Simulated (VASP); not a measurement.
A run of VASP 6.6.1:

File INCAR:

```
  ALGO = Normal
  EDIFF = 1E-7
  EDIFFG = -0.05
  ENCUT = 500
  GGA = PS
  GGA_COMPAT = False
  IBRION = 2
  ISIF = 3
  ISMEAR = 0
  LASPH = True
  LCHARG = False
  LREAL = False
  LWAVE = False
  NELM = 120
  NELMIN = 4
  NSW = 80
  PREC = Accurate
  SIGMA = 0.1
```

KPOINTS

```
k-points
0
Gamma
  8 8 8
```

File POSCAR:

```
Pt
1.0
   -1.6210733939      1.6210733939      1.6210733939
    1.6210733939     -1.6210733939      1.6210733939
    1.6210733939      1.6210733939     -1.6210733939
Pt
1
Direct
    0.0000000000      0.0000000000      0.0000000000
```

Potentials or basis: VASP PAW PBE potentials, release 64 (Pt).

Command:

```console
$ cat potpaw_PBE.64/Pt/POTCAR > POTCAR
$ mpirun -np 1 vasp_std > vasp.out
```

Hardware: 1 thread of AMD EPYC 7R43 64-Core Processor (Zen 3) (shared host).

Question: Estimate the wall time of this run.

Answer: It took 14 s on 1 thread of AMD EPYC 7R43 64-Core Processor (Zen 3), with other jobs on the host, peak memory 0.1 GiB. Counts: scf iterations 40, k points 29, ion steps 5.
